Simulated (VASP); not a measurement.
**BN: single point with LDA**

BN:

```
CELL_PARAMETERS angstrom
2.49824 0.00000 0.00000
-1.24912 2.16354 0.00000
0.00000 0.00000 6.63570
ATOMIC_POSITIONS crystal
B 0.33333 0.66667 0.25000
B 0.66667 0.33333 0.75000
N 0.33333 0.66667 0.75000
N 0.66667 0.33333 0.25000
```

| Item | Value |
| --- | --- |
| Program | VASP 6.6.1 |
| Task | single point |
| Functional | LDA |
| Potentials or basis | VASP PAW LDA potentials, release 64 (B, N) |
| Cutoff | 520 eV |
| k mesh | 7 × 7 × 3 |
| Occupations | gaussian, width 0.01 eV |
| Spin | no spin polarisation |

```yaml
Pressure: -2.5 GPa
Band_gap_on_the_k_mesh: 4.30 eV, indirect (least direct gap 4.52 eV)
```

Stress tensor (GPa, compression positive):
```
-3.39  0.00  0.00
 0.00 -3.39  0.00
 0.00  0.00 -0.71
```

Levels at points of the mesh, in eV from the valence-band top:
```tsv
k point	band 5	band 6	band 7	band 8	band 9	band 10	band 11	band 12
(0.00, 0.00, 0.00)	-1.32	-1.32	-1.28	-1.28	4.95	10.08	11.50	11.50
```

Wall time 5.3 s on 1 thread of Intel Xeon 6975P-C (shared host), peak memory 0.13 GiB.

A k mesh can miss the band edges. A hybrid or GW would open this gap; LDA tends to underestimate it.
